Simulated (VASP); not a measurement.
# Ni (Fm-3m) in VASP: further runs, part 2 of 2

VASP 6.6.1. Earlier steps stand in the parts before.

## (3) Single point, PBE+U, collinear spin, zero start

Input file INCAR:

```
SYSTEM = Ni
PREC = Accurate
ENCUT = 520
EDIFF = 1E-6
ISMEAR = -1
SIGMA = 0.05
LREAL = .FALSE.
LASPH = .TRUE.
NELM = 150
ALGO = Normal
ISIF = 2
LWAVE = .FALSE.
LCHARG = .FALSE.
ISPIN = 2
MAGMOM = 0
LORBIT = 11
NUPDOWN = 0.0
LMAXMIX = 4
LDAU = .TRUE.
LDAUTYPE = 2
LDAUL = 2
LDAUU = 6.2
LDAUJ = 0
LDAUPRINT = 1
GGA = PE
NBANDS = 15
```

Input file KPOINTS:

```
regular mesh
0
G
  12 12 12
  0 0 0
```

Input file POSCAR:

```
Ni
1.0
    0.0000000000      1.7698700000      1.7698700000
    1.7698700000      0.0000000000      1.7698700000
    1.7698700000      1.7698700000      0.0000000000
Ni
1
Direct
    0.0000000000      0.0000000000      0.0000000000
```

Potentials or basis: VASP PAW PBE potentials, release 64 (Ni).

Command:

```
cat potpaw_PBE.64/Ni/POTCAR > POTCAR
mpirun -np 1 vasp_std > vasp.out
```

OUTCAR:

```text
SYSTEM = Ni
   PREC = Accurate
   ENCUT = 520
   EDIFF = 1E-6
   ISMEAR = -1
   LREAL = .FALSE.
   LASPH = .TRUE.
   NELM = 150
   ISIF = 2
   ISPIN = 2
   LORBIT = 11
   NUPDOWN = 0.0
   GGA = PE

 ion  position               nearest neighbor table
   1  0.000  0.000  0.000-

  LATTYP: Found a face centered cubic cell.
 ALAT       =     3.5397400000

  Lattice vectors:

 A1 = (   0.0000000000,   1.7698700000,   1.7698700000)
 A2 = (   1.7698700000,   0.0000000000,   1.7698700000)
 A3 = (   1.7698700000,   1.7698700000,   0.0000000000)

Analysis of symmetry for initial positions (statically):
=====================================================================
 Subroutine PRICEL returns:
 Original cell was already a primitive cell.

 Routine SETGRP: Setting up the symmetry group for a
 face centered cubic supercell.

 Subroutine GETGRP returns: Found 48 space group operations
 (whereof 48 operations were pure point group operations)
 out of a pool of 48 trial point group operations.

The static configuration has the point symmetry O_h .

Analysis of symmetry for dynamics (positions and initial velocities):
=====================================================================
 Subroutine PRICEL returns:
 Original cell was already a primitive cell.

 Routine SETGRP: Setting up the symmetry group for a
 face centered cubic supercell.

 Subroutine GETGRP returns: Found 48 space group operations
 (whereof 48 operations were pure point group operations)
 out of a pool of 48 trial point group operations.

The dynamic configuration has the point symmetry O_h .

Analysis of structural, dynamic, and magnetic symmetry:
=====================================================================
 Subroutine PRICEL returns:
 Original cell was already a primitive cell.

 Routine SETGRP: Setting up the symmetry group for a
 face centered cubic supercell.

 Subroutine GETGRP returns: Found 48 space group operations
 (whereof 48 operations were pure point group operations)
 out of a pool of 48 trial point group operations.

The overall configuration has the point symmetry O_h .

 Subroutine INISYM returns: Found 48 space group operations
 (whereof 48 operations are pure point group operations),
 and found     1 'primitive' translations

----------------------------------------------------------------------------------------

                                     Primitive cell

  volume of cell :      11.0880

  direct lattice vectors                    reciprocal lattice vectors
     0.000000000  1.769870000  1.769870000    -0.282506625  0.282506625  0.282506625
     1.769870000  0.000000000  1.769870000     0.282506625 -0.282506625  0.282506625
     1.769870000  1.769870000  0.000000000     0.282506625  0.282506625 -0.282506625

  length of vectors
     2.502974158  2.502974158  2.502974158     0.489315828  0.489315828  0.489315828

  position of ions in fractional coordinates (direct lattice)
     0.000000000  0.000000000  0.000000000

[... 109 lines left out ...]
   LRPA    =     F    only Hartree local field effects (RPA)
 spin polarized calculation
  energy-cutoff  :      520.00
  volume of cell :       11.09
 maximum number of plane-waves:       310
   NGX =  9   NGY =  9   NGZ =  9

 number of electron      10.0000009 magnetization       0.0000000

atom =   1  type =  1  l = 2

 onsite density matrix

spin component  1

  0.8291  0.0000 -0.0000  0.0000 -0.0000
  0.0000  0.8291  0.0000  0.0000 -0.0000
 -0.0000  0.0000  0.9226 -0.0000 -0.0000
  0.0000  0.0000 -0.0000  0.8291 -0.0000
 -0.0000 -0.0000 -0.0000 -0.0000  0.9226

spin component  2

  0.8291  0.0000 -0.0000  0.0000 -0.0000
  0.0000  0.8291  0.0000  0.0000 -0.0000
 -0.0000  0.0000  0.9226 -0.0000 -0.0000
  0.0000  0.0000 -0.0000  0.8291 -0.0000
 -0.0000 -0.0000 -0.0000 -0.0000  0.9226

 occupancies and eigenvectors

  o =  0.8291  v =  0.0000  0.0000  0.0000  0.0000  0.0000  0.0000  0.0590  0.0000  0.9983  0.0000      0.0000  0.0000  0.0000  0.0000  0.0000  0.0000  0.0000  0.0000  0.0000  0.0000
  o =  0.8291  v =  0.0000  0.0000  0.0000  0.0000  0.0000  0.0000  0.9983  0.0000 -0.0590  0.0000      0.0000  0.0000  0.0000  0.0000  0.0000  0.0000  0.0000  0.0000  0.0000  0.0000
  o =  0.8291  v =  0.0000  0.0000  0.0000  0.0000  0.0000  1.0000  0.0000  0.0000  0.0000  0.0000      0.0000  0.0000  0.0000  0.0000  0.0000  0.0000  0.0000  0.0000  0.0000  0.0000
  o =  0.8291  v =  0.0000 -0.7181  0.0000 -0.6959  0.0000  0.0000  0.0000  0.0000  0.0000  0.0000      0.0000  0.0000  0.0000  0.0000  0.0000  0.0000  0.0000  0.0000  0.0000  0.0000
  o =  0.8291  v =  0.0000  0.6959 -0.0000 -0.7181 -0.0000  0.0000  0.0000  0.0000  0.0000  0.0000      0.0000  0.0000  0.0000  0.0000  0.0000  0.0000  0.0000  0.0000  0.0000  0.0000
  o =  0.8291  v =  1.0000  0.0000  0.0000  0.0000  0.0000  0.0000  0.0000  0.0000  0.0000  0.0000      0.0000  0.0000  0.0000  0.0000  0.0000  0.0000  0.0000  0.0000  0.0000  0.0000
  o =  0.9226  v =  0.0000  0.0000  0.0000  0.0000  0.0000  0.0000  0.0000  0.0118  0.0000 -0.9999      0.0000  0.0000  0.0000  0.0000  0.0000  0.0000  0.0000  0.0000  0.0000  0.0000
  o =  0.9226  v =  0.0000  0.0000  0.0000  0.0000  0.0000  0.0000 -0.0000  0.9999 -0.0000  0.0118      0.0000  0.0000  0.0000  0.0000  0.0000  0.0000  0.0000  0.0000  0.0000  0.0000
  o =  0.9226  v =  0.0000 -0.0000 -0.0006 -0.0000 -1.0000  0.0000  0.0000  0.0000  0.0000  0.0000      0.0000  0.0000  0.0000  0.0000  0.0000  0.0000  0.0000  0.0000  0.0000  0.0000
  o =  0.9226  v =  0.0000  0.0000  1.0000  0.0000 -0.0006  0.0000  0.0000  0.0000  0.0000  0.0000      0.0000  0.0000  0.0000  0.0000  0.0000  0.0000  0.0000  0.0000  0.0000  0.0000

 number of electron      10.0000009 magnetization      -0.0000000

 Free energy of the ion-electron system (eV)
  ---------------------------------------------------
  ext. energy  EPLUGINS =         0.00000000
  ---------------------------------------------------
  free energy    TOTEN  =        -1.51584414 eV

  energy without entropy =       -1.49735032  energy(sigma->0) =       -1.50659723

 E-fermi :   7.6350     XC(G=0): -12.9999

 val. band max:        7.6283488744   @ k =  -0.4167   0.3333   0.0000
 cond. band min:       7.6450895255   @ k =  -0.4167   0.3333   0.0833
 fundamental gap:      0.0167406511
 Fermi energy:         7.6349851247

 spin component 1

 k-point     1 :       0.0000    0.0000    0.0000
  band No.  band energies     occupation
      1       0.2619      1.00000
      2       5.8428      1.00000
      3       5.8428      1.00000
      4       5.8428      1.00000
      5       6.3831      1.00000
      6       6.3831      1.00000
      7      32.5982      0.00000
      8      36.4223      0.00000
      9      36.4223      0.00000
     10      36.4223      0.00000
     11      36.6138      0.00000
     12      36.6138      0.00000
[... 841 lines left out ...]
      4       6.2287      1.00000
      5       7.4260      0.98493
      6      10.9386      0.00000
      7      14.8697      0.00000
      8      24.8770      0.00000
      9      29.6008      0.00000
     10      31.2180      0.00000
     11      38.9259      0.00000
     12      39.8562      0.00000
     13      46.6937      0.00000
     14      49.6027      0.00000
     15      50.4449      0.00000

 [... further k-points ...]

------------------------ aborting loop because EDIFF is reached ----------------------------------------

  FORCE on cell =-STRESS in cart. coord.  units (eV):
  Direction    XX          YY          ZZ          XY          YZ          ZX
  --------------------------------------------------------------------------------------
  -------------------------------------------------------------------------------------
  Total       -1.2157618     -1.2157618     -1.2157618      0.0000000     -0.0000000      0.0000000
  in kB     -175.6729835   -175.6729835   -175.6729835      0.0000000     -0.0000000      0.0000000
  external PRESSURE =    -175.6729835 kB  Pullay stress =       0.0000000 kB

 VOLUME and BASIS-vectors are now :
 -----------------------------------------------------------------------------
  energy-cutoff  :      520.00
  volume of cell :       11.09
      direct lattice vectors                 reciprocal lattice vectors
     0.000000000  1.769870000  1.769870000    -0.282506625  0.282506625  0.282506625
     1.769870000  0.000000000  1.769870000     0.282506625 -0.282506625  0.282506625
     1.769870000  1.769870000  0.000000000     0.282506625  0.282506625 -0.282506625

 POSITION                                       TOTAL-FORCE (eV/Angst)
 -----------------------------------------------------------------------------------
      0.00000      0.00000      0.00000         0.000000     -0.000000     -0.000000
 -----------------------------------------------------------------------------------
    total drift:                               -0.000000     -0.000000     -0.000000

  FREE ENERGIE OF THE ION-ELECTRON SYSTEM (eV)
  ---------------------------------------------------
  free  energy   TOTEN  =        -1.5158441413 eV

  energy  without entropy=       -1.4973503178  energy(sigma->0) =       -1.50659723

 total charge

# of ion       s       p       d       tot
------------------------------------------
    1        0.443   0.373   8.633   9.449

 magnetization (x)

# of ion       s       p       d       tot
------------------------------------------
    1       -0.000  -0.000   0.000   0.000
```

Wall time 38 s (1 thread of AMD EPYC 7R43 (Zen 3), shared host); peak memory 0.1 GiB.

Results:

```
Free energy                                           : -1.5158 eV
Pressure                                              : -17.6 GPa
Net moment                                            : 0.00 μB per cell
Valence electrons inside the program's atomic spheres : Ni 9.45
```

Eigenvalues of the final occupation matrices:
```tsv
site	spin	trace	eigenvalues
site 1 d	1	4.33	0.83 0.83 0.83 0.92 0.92
site 1 d	2	4.33	0.83 0.83 0.83 0.92 0.92
```

Caveat: the total moment is fixed, so each spin has its own Fermi level; the U is typed as a test and isn't derived for this compound.

## (4) Single point, PBE+U, collinear spin, ferromagnetic start

Input file INCAR:

```
ALGO = Normal
EDIFF = 1E-6
ENCUT = 520
GGA = PE
ISIF = 2
ISMEAR = -1
ISPIN = 2
LASPH = T
LCHARG = T
LDAU = T
LDAUJ = 0
LDAUL = 2
LDAUPRINT = 1
LDAUTYPE = 2
LDAUU = 6.2
LELF = T
LMAXMIX = 4
LORBIT = 11
LREAL = F
LVHAR = T
LWAVE = F
MAGMOM = 0.51
NBANDS = 15
NELM = 150
NUPDOWN = 0.51
PREC = Accurate
SIGMA = 0.05
```

Input file KPOINTS:

```
k-points
0
Gamma
  12 12 12
```

POSCAR is that of step 3.

Potentials or basis: VASP PAW PBE potentials, release 64 (Ni).

Command:

```
cat potpaw_PBE.64/Ni/POTCAR > POTCAR
mpirun -np 1 vasp_std > vasp.out
```

OUTCAR:

```text
EDIFF = 1E-6
   ENCUT = 520
   GGA = PE
   ISIF = 2
   ISMEAR = -1
   ISPIN = 2
   LASPH = T
   LORBIT = 11
   LREAL = F
   NELM = 150
   NUPDOWN = 0.51
   PREC = Accurate

 ion  position               nearest neighbor table
   1  0.000  0.000  0.000-

  LATTYP: Found a face centered cubic cell.
 ALAT       =     3.5397400000

  Lattice vectors:

 A1 = (   0.0000000000,   1.7698700000,   1.7698700000)
 A2 = (   1.7698700000,   0.0000000000,   1.7698700000)
[... 1108 lines left out ...]
  -------------------------------------------------------------------------------------
  Total       -1.0034872     -1.0034872     -1.0034872     -0.0000000      0.0000000      0.0000000
  in kB     -145.0001131   -145.0001131   -145.0001131     -0.0000000      0.0000000      0.0000000
  external PRESSURE =    -145.0001131 kB  Pullay stress =       0.0000000 kB

 VOLUME and BASIS-vectors are now :
 -----------------------------------------------------------------------------
  energy-cutoff  :      520.00
  volume of cell :       11.09
      direct lattice vectors                 reciprocal lattice vectors
     0.000000000  1.769870000  1.769870000    -0.282506625  0.282506625  0.282506625
     1.769870000  0.000000000  1.769870000     0.282506625 -0.282506625  0.282506625
     1.769870000  1.769870000  0.000000000     0.282506625  0.282506625 -0.282506625

 POSITION                                       TOTAL-FORCE (eV/Angst)
 -----------------------------------------------------------------------------------
      0.00000      0.00000      0.00000        -0.000000     -0.000000     -0.000000
 -----------------------------------------------------------------------------------
    total drift:                               -0.000000     -0.000000     -0.000000

  FREE ENERGIE OF THE ION-ELECTRON SYSTEM (eV)
  ---------------------------------------------------
  free  energy   TOTEN  =        -1.7058794363 eV

  energy  without entropy=       -1.6943499516  energy(sigma->0) =       -1.70011469

 total charge

# of ion       s       p       d       tot
------------------------------------------
    1        0.449   0.386   8.605   9.440

 magnetization (x)

# of ion       s       p       d       tot
------------------------------------------
    1       -0.031  -0.064   0.660   0.565
```

OSZICAR:

```text
N       E                     dE             d eps       ncg     rms          rms(c)
DAV:   1     0.383902766746E+02    0.38390E+02   -0.42445E+03  4623   0.875E+02
DAV:   2    -0.107576176532E+00   -0.38498E+02   -0.35548E+02  4831   0.164E+02
DAV:   3    -0.200892910603E+01   -0.19014E+01   -0.18646E+01  5300   0.357E+01
DAV:   4    -0.202089773036E+01   -0.11969E-01   -0.11967E-01  5203   0.277E+00
DAV:   5    -0.202100102661E+01   -0.10330E-03   -0.10330E-03  5285   0.233E-01    0.783E+00
DAV:   6    -0.182229985632E+01    0.19870E+00   -0.71975E+00  6049   0.282E+01    0.393E+00
DAV:   7    -0.167355404712E+01    0.14875E+00   -0.11629E+00  5818   0.114E+01    0.171E+00
DAV:   8    -0.169629501147E+01   -0.22741E-01   -0.93305E-02  4806   0.239E+00    0.833E-01
DAV:   9    -0.170275156125E+01   -0.64565E-02   -0.64190E-03  5284   0.897E-01    0.243E-01
DAV:  10    -0.170568957407E+01   -0.29380E-02   -0.61880E-03  4862   0.980E-01    0.137E-01
DAV:  11    -0.170582045980E+01   -0.13089E-03   -0.53531E-04  5450   0.264E-01    0.599E-02
DAV:  12    -0.170586768068E+01   -0.47221E-04   -0.11676E-04  5381   0.902E-02    0.235E-02
DAV:  13    -0.170587873330E+01   -0.11053E-04   -0.88727E-05  5251   0.725E-02    0.508E-03
DAV:  14    -0.170587943630E+01   -0.70300E-06   -0.18924E-06  4256   0.134E-02
   1 F= -.17058794E+01 E0= -.17001147E+01  d E =-.115295E-01  mag=     0.5100
```

Wall time 48 s (1 thread of AMD EPYC 7R43 (Zen 3), shared host); peak memory 0.11 GiB.

Results:

```yaml
Free_energy: -1.7059 eV
Pressure: -14.5 GPa
Net_moment: 0.51 μB per cell
Site_moments: Ni +0.56 μB
Valence_electrons_inside_the_program's_atomic_spheres: Ni 9.44
```

Eigenvalues of the final occupation matrices:
```
    site  spin  trace               eigenvalues
site 1 d     1   4.65  0.93 0.93 0.93 0.93 0.93
site 1 d     2   3.99  0.71 0.71 0.71 0.93 0.93
```

Caveat: the total moment is fixed, so each spin has its own Fermi level; the U is typed as a test and isn't derived for this compound. The state reached can hang on the start; a lower one may exist.

## (5) Single point, PBE+U, collinear spin, ferromagnetic start

Input file INCAR:

```
SYSTEM = Ni
ALGO = Normal ; EDIFF = 1E-6
ENCUT = 520 ; GGA = PE
ISIF = 2 ; ISMEAR = -1
ISPIN = 2 ; LASPH = .TRUE.
LCHARG = .FALSE. ; LDAU = .TRUE.
LDAUJ = 0 ; LDAUL = 2
LDAUPRINT = 1 ; LDAUTYPE = 2
LDAUU = 6.2 ; LMAXMIX = 4
LORBIT = 11 ; LREAL = .FALSE.
LWAVE = .FALSE. ; MAGMOM = 1.03
NBANDS = 15 ; NELM = 150
NUPDOWN = 1.03 ; PREC = Accurate
SIGMA = 0.05
```

Input file KPOINTS:

```
k-points
0
G
  12 12 12
  0 0 0
```

POSCAR is that of step 4.

Potentials or basis: VASP PAW PBE potentials, release 64 (Ni).

Command:

```
cat potpaw_PBE.64/Ni/POTCAR > POTCAR
mpirun -np 1 vasp_std > vasp.out
```

OUTCAR:

```text
SYSTEM = Ni
   EDIFF = 1E-6
   ENCUT = 520
   GGA = PE
   ISIF = 2
   ISMEAR = -1
   ISPIN = 2
   LASPH = .TRUE.
   LORBIT = 11
   LREAL = .FALSE.
   NELM = 150
   NUPDOWN = 1.03
   PREC = Accurate

 ion  position               nearest neighbor table
   1  0.000  0.000  0.000-

  LATTYP: Found a face centered cubic cell.
 ALAT       =     3.5397400000

[... 1109 lines left out ...]
  FORCE on cell =-STRESS in cart. coord.  units (eV):
  Direction    XX          YY          ZZ          XY          YZ          ZX
  --------------------------------------------------------------------------------------
  -------------------------------------------------------------------------------------
  Total       -0.5070032     -0.5070032     -0.5070032      0.0000000      0.0000000     -0.0000000
  in kB      -73.2600399    -73.2600399    -73.2600399      0.0000000      0.0000000     -0.0000000
  external PRESSURE =     -73.2600399 kB  Pullay stress =       0.0000000 kB

 VOLUME and BASIS-vectors are now :
 -----------------------------------------------------------------------------
  energy-cutoff  :      520.00
  volume of cell :       11.09
      direct lattice vectors                 reciprocal lattice vectors
     0.000000000  1.769870000  1.769870000    -0.282506625  0.282506625  0.282506625
     1.769870000  0.000000000  1.769870000     0.282506625 -0.282506625  0.282506625
     1.769870000  1.769870000  0.000000000     0.282506625  0.282506625 -0.282506625

 POSITION                                       TOTAL-FORCE (eV/Angst)
 -----------------------------------------------------------------------------------
      0.00000      0.00000      0.00000         0.000000      0.000000      0.000000
 -----------------------------------------------------------------------------------
    total drift:                               -0.000000     -0.000000     -0.000000

  FREE ENERGIE OF THE ION-ELECTRON SYSTEM (eV)
  ---------------------------------------------------
  free  energy   TOTEN  =        -1.7298671075 eV

  energy  without entropy=       -1.7213854030  energy(sigma->0) =       -1.72562626

 total charge

# of ion       s       p       d       tot
------------------------------------------
    1        0.490   0.446   8.458   9.395

 magnetization (x)

# of ion       s       p       d       tot
------------------------------------------
    1        0.001  -0.016   1.072   1.058
```

stdout:

```text
POSCAR found type information on POSCAR Ni
 POSCAR found :  1 types and       1 ions
 scaLAPACK will be used
 LDA part: xc-table for (Slater+PW92), standard interpolation
 POSCAR, INCAR and KPOINTS ok, starting setup
 FFT: planning ... GRIDC
 FFT: planning ... GRID_SOFT
 FFT: planning ... GRID
 WAVECAR not read
 entering main loop
```

It took 40 s on 1 thread of AMD EPYC 7R43 (Zen 3), shared host; peak memory 0.11 GiB.

What came out:

- Free energy: -1.7299 eV
- Pressure: -7.3 GPa
- Net moment: 1.03 μB per cell
- Site moments: Ni +1.06 μB
- Valence electrons inside the program's atomic spheres: Ni 9.39

Eigenvalues of the final occupation matrices:
| site | spin | trace | eigenvalues |
| --- | --- | --- | --- |
| site 1 d | 1 | 4.78 | 0.95 0.95 0.95 0.96 0.96 |
| site 1 d | 2 | 3.71 | 0.62 0.62 0.62 0.93 0.93 |

Caveat: the total moment is fixed, so each spin has its own Fermi level; the U is typed as a test and isn't derived for this compound.

## (6) The runs side by side

| spin | fixed moment (μB) | pressure (GPa) | moment (μB) |
| --- | --- | --- | --- |
| collinear, ferromagnetic start | - | -11.9 | 0.74 |
| collinear, zero start | 0.0 | -17.6 | 0.00 |
| collinear, ferromagnetic start | 0.51 | -14.5 | 0.51 |
| collinear, ferromagnetic start | 1.03 | -7.3 | 1.03 |

Alike in all rows: task single point; level PBE+U; potentials or basis VASP PAW PBE potentials, release 64 (Ni); Ni d U = 6.2 eV; cell as given; k mesh 12 × 12 × 12; cutoff (eV) 520; smearing fermi-dirac 0.05 eV.

Caveats: the U is typed as a test and isn't derived for this compound; the total moment is fixed, so each spin has its own Fermi level (some runs).

Total energies depend on the potentials used, so only differences within one code and one set of settings carry meaning.
